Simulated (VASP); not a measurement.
# InAs (F-43m) in VASP: notebook, part 2 of 2

VASP 6.6.1. Earlier steps stand in the parts before.

## Step 3: Single point, LDA

This run uses another cell than the first one, of 27.35 Å³/atom.

Input file INCAR:

```
ALGO = Normal
EDIFF = 1E-6
ENCUT = 520
ISIF = 2
ISMEAR = -1
LASPH = True
LCHARG = False
LREAL = False
LWAVE = False
NBANDS = 16
NELM = 100
PREC = Accurate
SIGMA = 0.08
```

Input file KPOINTS:

```
k-points
0
Gamma
  14 14 14
```

Input file POSCAR:

```
InAs
1.0
    0.0000000000      3.0129702486      3.0129702486
    3.0129702486      0.0000000000      3.0129702486
    3.0129702486      3.0129702486      0.0000000000
In As
1 1
Direct
    0.0000000000      0.0000000000      0.0000000000
    0.7500000000      0.7500000000      0.7500000000
```

Potentials or basis: VASP PAW LDA potentials, release 64 (In_d, As).

Launch:

```
cat potpaw_LDA.64/In_d/POTCAR potpaw_LDA.64/As/POTCAR > POTCAR
mpirun -np 1 vasp_std > vasp.out
```

OUTCAR:

```text
EDIFF = 1E-6
   ENCUT = 520
   ISIF = 2
   ISMEAR = -1
   LASPH = True
   LREAL = False
   NELM = 100
   PREC = Accurate

 ion  position               nearest neighbor table
   1  0.000  0.000  0.000-   2 2.61   2 2.61   2 2.61   2 2.61
   2  0.750  0.750  0.750-   1 2.61   1 2.61   1 2.61   1 2.61

  LATTYP: Found a face centered cubic cell.
 ALAT       =     6.0259404972

  Lattice vectors:

 A1 = (   0.0000000000,   3.0129702486,   3.0129702486)
 A2 = (   3.0129702486,   0.0000000000,   3.0129702486)
 A3 = (   3.0129702486,   3.0129702486,   0.0000000000)

[... 623 lines left out ...]
      5      -9.7918      2.00000
      6      -6.7985      2.00000
[... 8 lines left out ...]
     15      14.1335      0.00000
     16      14.2314      0.00000

 [... further k-points ...]
[... 5 lines left out ...]
  --------------------------------------------------------------------------------------
  -------------------------------------------------------------------------------------
  Total        0.0485225      0.0485225      0.0485225     -0.0000000      0.0000000     -0.0000000
  in kB        1.4211474      1.4211474      1.4211474     -0.0000000      0.0000000     -0.0000000
  external PRESSURE =       1.4211474 kB  Pullay stress =       0.0000000 kB

 VOLUME and BASIS-vectors are now :
 -----------------------------------------------------------------------------
  energy-cutoff  :      520.00
  volume of cell :       54.70
      direct lattice vectors                 reciprocal lattice vectors
     0.000000000  3.012970249  3.012970249    -0.165949199  0.165949199  0.165949199
     3.012970249  0.000000000  3.012970249     0.165949199 -0.165949199  0.165949199
     3.012970249  3.012970249  0.000000000     0.165949199  0.165949199 -0.165949199

 POSITION                                       TOTAL-FORCE (eV/Angst)
 -----------------------------------------------------------------------------------
      0.00000      0.00000      0.00000        -0.000000     -0.000000     -0.000000
      4.51946      4.51946      4.51946         0.000000      0.000000      0.000000
 -----------------------------------------------------------------------------------
    total drift:                                0.000000      0.000000      0.000000

  FREE ENERGIE OF THE ION-ELECTRON SYSTEM (eV)
  ---------------------------------------------------
  free  energy   TOTEN  =        -9.0301865122 eV

  energy  without entropy=       -9.0298487261  energy(sigma->0) =       -9.03001762
```

OSZICAR:

```text
N       E                     dE             d eps       ncg     rms          rms(c)
DAV:   1     0.113828529689E+03    0.11383E+03   -0.83691E+03  3344   0.123E+03
DAV:   2    -0.141925333273E+01   -0.11525E+03   -0.11050E+03  3584   0.300E+02
DAV:   3    -0.914225759552E+01   -0.77230E+01   -0.76852E+01  4400   0.766E+01
DAV:   4    -0.933816808176E+01   -0.19591E+00   -0.19586E+00  3984   0.134E+01
DAV:   5    -0.934760854393E+01   -0.94405E-02   -0.94403E-02  5080   0.256E+00    0.476E+00
DAV:   6    -0.907296701970E+01    0.27464E+00   -0.36661E-01  5296   0.105E+01    0.263E+00
DAV:   7    -0.903363552846E+01    0.39331E-01   -0.10788E-01  4680   0.295E+00    0.684E-01
DAV:   8    -0.903027944770E+01    0.33561E-02   -0.11882E-02  4216   0.125E+00    0.225E-01
DAV:   9    -0.903016396073E+01    0.11549E-03   -0.77211E-04  4336   0.235E-01    0.139E-01
DAV:  10    -0.903018490877E+01   -0.20948E-04   -0.11455E-04  4944   0.177E-01    0.700E-02
DAV:  11    -0.903018887533E+01   -0.39666E-05   -0.32133E-05  5088   0.106E-01    0.452E-02
DAV:  12    -0.903018646882E+01    0.24065E-05   -0.46244E-06  4224   0.273E-02    0.648E-03
DAV:  13    -0.903018651222E+01   -0.43402E-07   -0.67324E-07  2256   0.489E-03
   1 F= -.90301865E+01 E0= -.90300176E+01  d E =-.337786E-03
```

stdout:

```text
POSCAR found type information on POSCAR InAs
 POSCAR found :  2 types and       2 ions
 scaLAPACK will be used
 LDA part: xc-table for (Slater(with rela. corr.)+CA(PZ))
 , standard interpolation
 POSCAR, INCAR and KPOINTS ok, starting setup
 FFT: planning ... GRIDC
 FFT: planning ... GRID_SOFT
 FFT: planning ... GRID
 WAVECAR not read
 entering main loop
```

Run time: 64 s. Hardware: 1 thread of Intel Xeon Platinum 8488C (Sapphire Rapids), shared host; peak memory 0.22 GiB.

Results:

- Free energy: -9.0302 eV
- Pressure: 0.1 GPa
- Band gap on the k mesh: zero (filled and empty bands touch)

Caveat: semilocal functionals underestimate gaps, and a narrow one can read as zero; spin-orbit coupling is left out, which moves the levels of the heavy elements.

## Step 4: Relaxation of cell and atoms, LDA, target pressure 1 GPa, at which the enthalpy is minimised

This run uses another cell than the first one, of 27.35 Å³/atom.

Input file INCAR:

```
PREC = Accurate
ENCUT = 600
EDIFF = 1E-6
ISMEAR = -1
SIGMA = 0.08
LREAL = F
LASPH = T
NELM = 60
ALGO = Normal
ISIF = 3
LWAVE = F
LCHARG = F
IBRION = 2
NSW = 100
EDIFFG = -0.002
PSTRESS = 10.0
```

Input file KPOINTS:

```
Automatic mesh
0
Gamma
  14 14 14
```

POSCAR is that of step 3.

Launch:

```
cat potpaw_LDA.64/In_d/POTCAR potpaw_LDA.64/As/POTCAR > POTCAR
mpirun -np 1 vasp_std > vasp.out
```

Wall time 2.6 min (1 thread of Intel Xeon Platinum 8488C (Sapphire Rapids), shared host); peak memory 0.26 GiB.

Results (log left out):

```yaml
Free_energy: -9.0277 eV
Relaxed_volume: 27.00 Å³/atom
Relaxed_cell: a = 4.243 Å, b = 4.243 Å, c = 4.243 Å, α = 60.00°, β = 60.00°, γ = 60.00°
Space_group_after_relaxing_to_0.1_Å: F-43m (No. 216)
Energy_change_on_relaxing_the_run_minimises_the_enthalpy: +1.3 meV/atom
Ionic_steps: 3
Pressure_after_relaxing: 1.0 GPa
Band_gap_on_the_k_mesh: zero (filled and empty bands touch)
```

Step by step:
| step | energy change (eV) | largest force (eV/Å) | pressure (GPa) | volume (Å³) |
| --- | --- | --- | --- | --- |
| 1 | 0.0000 | 0.0000 | 0.17 | 54.70 |
| 2 | 0.0057 | 0.0000 | 1.47 | 53.59 |
| 3 | 0.0026 | 0.0000 | 1.01 | 54.00 |

Final structure:
```
In As
1.0
     0.00000    3.00002    3.00002
     3.00002    0.00000    3.00002
     3.00002    3.00002    0.00000
In As
1 1
Direct
  0.00000 0.00000 0.00000
  0.75000 0.75000 0.75000
```

Levels at points of the mesh, in eV from the Fermi level:
```
           k point  band 6  band 7  band 8  band 9  band 10  band 11  band 12  band 13
(0.00, 0.00, 0.00)  -12.29   -0.50   -0.23   -0.23    -0.23     3.61     3.61     3.61
(0.50, 0.00, 0.00)  -10.74   -6.18   -1.26   -1.26     0.63     4.39     4.39     6.49
(0.50, 0.50, 0.00)  -10.17   -6.25   -2.65   -2.65     1.16     1.73     8.93     9.07
```

Caveat: the cell is relaxed towards a set pressure, so the run minimises the enthalpy, not the energy; semilocal functionals underestimate gaps, and a narrow one can read as zero; spin-orbit coupling is left out, which moves the levels of the heavy elements.

## Step 5: Relaxation of cell and atoms, LDA, target pressure 2 GPa, at which the enthalpy is minimised

This run uses another cell than the first one, of 27.35 Å³/atom.

Input file INCAR:

```
PREC = Accurate ; ENCUT = 600
EDIFF = 1E-7 ; ISMEAR = -1
SIGMA = 0.08 ; LREAL = False
LASPH = True ; NELM = 80
ALGO = Normal ; ISIF = 3
LWAVE = False ; LCHARG = False
GGA = CA ; IBRION = 2
NSW = 100 ; EDIFFG = -0.002
PSTRESS = 20.0
```

KPOINTS is that of step 4.

POSCAR is that of step 4.

Launch:

```
cat potpaw_LDA.64/In_d/POTCAR potpaw_LDA.64/As/POTCAR > POTCAR
mpirun -np 1 vasp_std > vasp.out
```

Run time: 3.4 min. Hardware: 1 thread of Intel Xeon Platinum 8488C (Sapphire Rapids), shared host; peak memory 0.26 GiB.

The run converged. Its results:

- Free energy: -9.0203 eV
- Relaxed volume: 26.60 Å³/atom
- Relaxed cell: a = 4.222 Å, b = 4.222 Å, c = 4.222 Å, α = 60.00°, β = 60.00°, γ = 60.00°
- Space group after relaxing (to 0.1 Å): F-43m (No. 216)
- Energy change on relaxing (the run minimises the enthalpy): +5.0 meV/atom
- Ionic steps: 3
- Pressure after relaxing: 2.0 GPa
- Band gap on the k mesh: zero (filled and empty bands touch)

Step by step:
| step | energy change (eV) | largest force (eV/Å) | pressure (GPa) | volume (Å³) |
| --- | --- | --- | --- | --- |
| 1 | 0.0000 | 0.0000 | 0.18 | 54.70 |
| 2 | 0.0251 | 0.0000 | 3.27 | 52.28 |
| 3 | 0.0100 | 0.0000 | 1.99 | 53.20 |

Final structure:
```
CELL_PARAMETERS angstrom
0.00000 2.98515 2.98515
2.98515 0.00000 2.98515
2.98515 2.98515 0.00000
ATOMIC_POSITIONS crystal
In 0.00000 0.00000 0.00000
As 0.75000 0.75000 0.75000
```

Levels at points of the mesh, in eV from the Fermi level:
```tsv
k point	band 5	band 6	band 7	band 8	band 9	band 10	band 11	band 12	band 13
(0.00, 0.00, 0.00)	-14.52	-12.40	-0.42	-0.23	-0.23	-0.23	3.61	3.61	3.61
(0.50, 0.00, 0.00)	-14.51	-10.79	-6.26	-1.28	-1.28	0.67	4.40	4.40	6.50
(0.50, 0.50, 0.00)	-14.50	-10.20	-6.31	-2.70	-2.70	1.13	1.73	9.03	9.18
```

Caveat: the cell is relaxed towards a set pressure, so the run minimises the enthalpy, not the energy; semilocal functionals underestimate gaps, and a narrow one can read as zero; spin-orbit coupling is left out, which moves the levels of the heavy elements.

## Step 6: Summary

```csv
task,cell,cutoff (eV),gap on the mesh (eV),pressure (GPa)
single point,"a = 4.239 Å, angles 60.0°, 2 atoms",520,none,1.1
single point,"a = 4.261 Å, angles 60.0°, 2 atoms",520,none,0.1
relaxation of cell and atoms,"relaxed to 1 GPa from a = 4.261 Å, angles 60.0°, 2 atoms",600,none,1.0
relaxation of cell and atoms,"relaxed to 2 GPa from a = 4.261 Å, angles 60.0°, 2 atoms",600,none,2.0
```

Alike in all rows: level LDA; potentials or basis VASP PAW LDA potentials, release 64 (In_d, As); no spin polarisation; k mesh 14 × 14 × 14; smearing fermi-dirac 0.08 eV.

Caveats: semilocal functionals underestimate gaps, and a narrow one can read as zero; spin-orbit coupling is left out, which moves the levels of the heavy elements; the cell is relaxed towards a set pressure, so the run minimises the enthalpy, not the energy (at least some runs).

Total energies depend on the potentials used, so only differences within one code and one set of settings carry meaning.
